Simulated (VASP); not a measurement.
# CrGe6Mo2 (P1) in VASP: single point with PBE

Aim: the single point of CrGe6Mo2 with PBE.

Program: VASP 6.6.1. These are calculated values, not measurements. Logs are shortened: lines on timing, memory, paths and dates and some standing lists are left out, and cuts for length are marked.

### Step 1. The cell of the first run

The typed cell holds 9 atoms: a = 4.676 Å, b = 4.733 Å, c = 7.388 Å, α = 81.00°, β = 71.56°, γ = 60.40°.

### Step 2. Single point, PBE

INCAR reads:

```
SYSTEM = CrGe6Mo2
  PREC = Accurate
  ENCUT = 500
  EDIFF = 1E-6
  ISMEAR = 0
  SIGMA = 0.2
  LREAL = .FALSE.
  LASPH = .TRUE.
  NELM = 120
  ALGO = Normal
  ISIF = 2
  LWAVE = .FALSE.
  LCHARG = .FALSE.
  GGA = PE
  NBANDS = 72
  GGA_COMPAT = .FALSE.
```

KPOINTS reads:

```
regular mesh
0
G
  6 6 6
  0 0 0
```

POSCAR reads:

```
CrGe6Mo2
1.0
    4.6760523434      0.0000528721     -0.0002132997
    2.3380696274      4.1156396161      0.0004039935
    2.3377000412      0.0008412786      7.0086698171
Cr Ge Mo
1 6 2
Direct
    0.5000295348     -0.0000141481      0.9999984100
    0.5034045043      0.3225920131      0.6705227534
    0.1740422705      0.3225155739      0.3295025165
    0.8390351473      0.3218454127      0.9999824833
    0.8259121640      0.6775362957      0.6706266545
    0.4966786824      0.6774471696      0.3293802134
    0.1609387454      0.6780380094      1.0000089348
    0.1662197458      0.0000590689      0.6673376828
    0.8337392054      0.9999806049      0.3326403513
```

Potentials or basis: VASP PAW PBE potentials, release 64 (Cr_pv, Ge_d, Mo_sv).

Command:

```console
$ cat potpaw_PBE.64/Cr_pv/POTCAR potpaw_PBE.64/Ge_d/POTCAR potpaw_PBE.64/Mo_sv/POTCAR > POTCAR
$ mpirun -np 1 vasp_std > vasp.out
```

OUTCAR:

```text
SYSTEM = CrGe6Mo2
   PREC = Accurate
   ENCUT = 500
   EDIFF = 1E-6
   ISMEAR = 0
   LREAL = .FALSE.
   LASPH = .TRUE.
   NELM = 120
   ISIF = 2
   GGA = PE

 ion  position               nearest neighbor table
   1  0.500  1.000  1.000-   6 2.66   5 2.66   2 2.66   3 2.66   4 2.69   7 2.69   4 2.69   7 2.69
                             7 2.79   4 2.79   8 3.30   9 3.30   9 3.30   8 3.30
   2  0.503  0.323  0.671-   5 2.65   1 2.66   8 2.69   8 2.69   9 2.72   7 2.73   5 2.76   5 2.76
                             8 2.79   6 2.80
   3  0.174  0.323  0.330-   6 2.65   1 2.66   9 2.69   9 2.69   8 2.71   7 2.73   6 2.76   6 2.76
                             9 2.79   5 2.80
   4  0.839  0.322  1.000-   7 2.65   9 2.68   8 2.68   1 2.69   1 2.69   5 2.73   6 2.73   7 2.76
                             7 2.76   1 2.79
   5  0.826  0.678  0.671-   2 2.65   1 2.66   8 2.69   8 2.69   9 2.71   4 2.73   2 2.76   2 2.76
                             8 2.79   3 2.80
   6  0.497  0.677  0.329-   3 2.65   1 2.66   9 2.69   9 2.69   8 2.72   4 2.73   3 2.76   3 2.76
                             9 2.79   2 2.80
   7  0.161  0.678  0.000-   4 2.65   8 2.68   9 2.68   1 2.69   1 2.69   3 2.73   2 2.73   4 2.76
                             4 2.76   1 2.79
   8  0.166  0.000  0.667-   4 2.68   7 2.68   5 2.69   2 2.69   2 2.69   5 2.69   3 2.71   6 2.72
                             2 2.79   5 2.79   1 3.30   1 3.30   9 3.31   9 3.31
   9  0.834  1.000  0.333-   4 2.68   7 2.68   6 2.69   3 2.69   3 2.69   6 2.69   5 2.71   2 2.72
                             3 2.79   6 2.79   1 3.30   1 3.30   8 3.31   8 3.31

  Warning from LATTYP: Got some problem with cell dimensions!
  Tried to take original basis but could not verify dimensions!
  LATTYP: Found a triclinic cell.
 ALAT       =     4.7333093929
 B/A-ratio  =     1.7390002936
 C/A-ratio  =     1.5609929464
 COS(alpha) =     0.0002210605
 COS(beta)  =     0.1565386384
 COS(gamma) =     0.8694893490

  Lattice vectors:

 A1 = (   2.3379827160,  -4.1155867440,  -0.0006172932)
 A2 = (  -0.0000869114,  -8.2312263601,  -0.0010212867)
 A3 = (   2.3383523022,  -0.0007884065,  -7.0088831168)

Analysis of symmetry for initial positions (statically):
=====================================================================
 Subroutine PRICEL returns:
 Original cell was already a primitive cell.

 Routine SETGRP: Setting up the symmetry group for a
 triclinic supercell.

 Subroutine GETGRP returns: Found  1 space group operations
 (whereof  1 operations were pure point group operations)
 out of a pool of  2 trial point group operations.

The static configuration has the point symmetry C_1 .

Analysis of symmetry for dynamics (positions and initial velocities):
=====================================================================
[... 138 lines left out ...]
   EFERMI =   0.00;   METHOD = LEGACY
   ISMEAR =     0;   SIGMA  =   0.20  broadening in eV -4-tet -1-fermi 0-gaus
   EFERMI_NEDOS =   21; number of points for ismear=-14 and -15
   IALGO  =     38    algorithm
   IMIX   =      4    mixing-type and parameters
     AMIX     =   0.40;   BMIX     =  1.00
     AMIX_MAG =   1.60;   BMIX_MAG =  1.00
  volume/ion in A,a.u.               =      14.99       101.14
  Fermi-wavevector in a.u.,A,eV,Ry     =   1.591830  3.008123 34.476112  2.533923
  Thomas-Fermi vector in A             =   2.690309
   LORBIT       =      0    0 simple, 1 ext, 2 COOP (PROOUT), +10 PAW based schemes
   GGA     = PE    functional components
   LHFCALC =     F    Hartree Fock is set to
   AEXX    =    0.0000 exact exchange contribution
   IVDW    =     0    specifies the selected vdW correction
   LEPSILON=     F    determine dielectric tensor
   LRPA    =     F    only Hartree local field effects (RPA)
 non-spin polarized calculation
 Gauss-broadening in eV      SIGMA  =   0.20
  energy-cutoff  :      500.00
  volume of cell :      134.88
 maximum number of plane-waves:      3449
 NGX is ok and might be reduce to    36
   NGX = 17   NGY = 17   NGZ = 27

 number of electron     123.9999970 magnetization

 Free energy of the ion-electron system (eV)
  ---------------------------------------------------
  ext. energy  EPLUGINS =         0.00000000
  ---------------------------------------------------
  free energy    TOTEN  =       -59.04103788 eV

  energy without entropy =      -58.98976380  energy(sigma->0) =      -59.01540084

 E-fermi :   9.9395     XC(G=0): -12.7212

 val. band max:        9.9233776415   @ k =   0.0000   0.3333   0.1667
 cond. band min:       9.9562904821   @ k =  -0.0000   0.5000   0.5000
 fundamental gap:      0.0329128406
 Fermi energy:         9.9395162483

 k-point     1 :       0.0000    0.0000    0.0000
  band No.  band energies     occupation
      1     -50.8793      2.00000
      2     -50.8681      2.00000
      3     -33.0306      2.00000
      4     -33.0098      2.00000
      5     -32.9526      2.00000
      6     -25.0755      2.00000
[... 1789 lines left out ...]
     71      13.2636      0.00000
     72      13.5332      0.00000

 [... further k-points ...]

------------------------ aborting loop because EDIFF is reached ----------------------------------------

  FORCE on cell =-STRESS in cart. coord.  units (eV):
  Direction    XX          YY          ZZ          XY          YZ          ZX
  --------------------------------------------------------------------------------------
  -------------------------------------------------------------------------------------
  Total        0.1901758      0.1575837      0.2257389     -0.0022032     -0.0278041      0.0084312
  in kB        2.2589661      1.8718277      2.6813951     -0.0261698     -0.3302653      0.1001479
  external PRESSURE =       2.2707296 kB  Pullay stress =       0.0000000 kB

 VOLUME and BASIS-vectors are now :
 -----------------------------------------------------------------------------
  energy-cutoff  :      500.00
  volume of cell :      134.88
      direct lattice vectors                 reciprocal lattice vectors
     4.676052343  0.000052872 -0.000213300     0.213853725 -0.121481989 -0.071315053
     2.338069627  4.115639616  0.000403994    -0.000002749  0.242977163 -0.000028249
     2.337700041  0.000841279  7.008669817     0.000006509 -0.000017703  0.142678258

 POSITION                                       TOTAL-FORCE (eV/Angst)
 -----------------------------------------------------------------------------------
      7.01390      4.11645      7.00896        -0.001102      0.000195     -0.000279
      4.67567      1.32826      4.69950         0.000178     -0.001988      0.004102
      2.33817      1.32764      2.30947        -0.000210     -0.000635     -0.005073
      7.01353      1.32549      7.00850         0.000991     -0.013909      0.000750
      7.01386      2.78910      4.70030        -0.001356      0.001030      0.000806
      4.67641      2.78843      2.30868        -0.002313      0.002651     -0.002203
      2.33788      2.79057      0.00030         0.000757      0.014499      0.000123
      2.33743      0.00081      4.67711         0.004354     -0.002080     -0.016653
      7.01425      4.11588      2.33159        -0.001298      0.000237      0.018427
 -----------------------------------------------------------------------------------
    total drift:                               -0.000031      0.000033      0.000022

  FREE ENERGIE OF THE ION-ELECTRON SYSTEM (eV)
  ---------------------------------------------------
  free  energy   TOTEN  =       -59.0410378775 eV

  energy  without entropy=      -58.9897638043  energy(sigma->0) =      -59.01540084
```

OSZICAR:

```text
N       E                     dE             d eps       ncg     rms          rms(c)
DAV:   1     0.201753646125E+04    0.20175E+04   -0.53055E+04 21240   0.468E+03
DAV:   2     0.365003307828E+03   -0.16525E+04   -0.15967E+04 16192   0.132E+03
DAV:   3    -0.166965896250E+02   -0.38170E+03   -0.36710E+03 16344   0.348E+02
DAV:   4    -0.617094517183E+02   -0.45013E+02   -0.43189E+02 19488   0.112E+02
[... 10 lines left out ...]
DAV:  15    -0.590410644217E+02    0.23662E-03   -0.47993E-04 20304   0.223E-01    0.139E-01
DAV:  16    -0.590410460470E+02    0.18375E-04   -0.60681E-05 19424   0.737E-02    0.848E-02
DAV:  17    -0.590410418637E+02    0.41833E-05   -0.88758E-06 18560   0.488E-02    0.524E-02
DAV:  18    -0.590410385234E+02    0.33403E-05   -0.54760E-06 13256   0.288E-02    0.178E-02
DAV:  19    -0.590410378775E+02    0.64592E-06   -0.16814E-06 10576   0.109E-02
   1 F= -.59041038E+02 E0= -.59015401E+02  d E =-.512741E-01
```

It took 42 min on 1 thread of Intel Xeon 8259CL, shared host; peak memory 0.84 GiB.

What came out:

```
Free energy            : -59.0410 eV
Pressure               : 0.2 GPa
Largest force          : 0.018 eV/Å
Band gap on the k mesh : zero (bands 62 and 63 overlap by 0.52 eV)
```

Forces in eV/Å, atoms in the order of the input:
```
Cr  -0.001  0.000  0.000
Ge   0.000 -0.002  0.004
Ge   0.000 -0.001 -0.005
Ge   0.001 -0.014  0.001
Ge  -0.001  0.001  0.001
Ge  -0.002  0.003 -0.002
Ge   0.001  0.014  0.000
Mo   0.004 -0.002 -0.017
Mo  -0.001  0.000  0.018
```

Levels at points of the mesh, in eV from the Fermi level:
| k point | band 59 | band 60 | band 61 | band 62 | band 63 | band 64 | band 65 | band 66 |
| --- | --- | --- | --- | --- | --- | --- | --- | --- |
| (0.00, 0.00, 0.00) | -1.92 | -1.57 | -1.34 | 0.26 | 1.98 | 1.98 | 2.09 | 2.23 |
| (0.50, 0.00, 0.00) | -1.42 | -1.26 | -1.08 | -0.11 | 0.88 | 0.92 | 1.53 | 1.59 |
| (0.50, 0.50, 0.50) | -1.43 | -1.26 | -1.08 | -0.11 | 0.88 | 0.92 | 1.53 | 1.59 |
| (0.00, 0.50, 0.00) | -1.16 | -0.42 | -0.40 | -0.26 | -0.26 | 0.28 | 0.58 | 0.95 |
| (0.50, 0.50, 0.00) | -1.42 | -1.26 | -1.07 | -0.11 | 0.88 | 0.92 | 1.53 | 1.59 |
| (0.50, 0.00, 0.50) | -1.42 | -1.26 | -1.07 | -0.11 | 0.88 | 0.92 | 1.53 | 1.59 |
| (0.00, 0.00, 0.50) | -1.27 | -1.23 | -1.22 | -1.00 | 0.83 | 1.35 | 1.40 | 1.40 |
| (0.00, 0.50, 0.50) | -0.76 | -0.75 | -0.52 | -0.45 | 0.02 | 0.16 | 0.61 | 1.12 |

Caveat: the run has no spin polarisation, though such a crystal can be magnetic. Spin polarisation is off, so any magnetic state and its effect on volume and gap are missing.
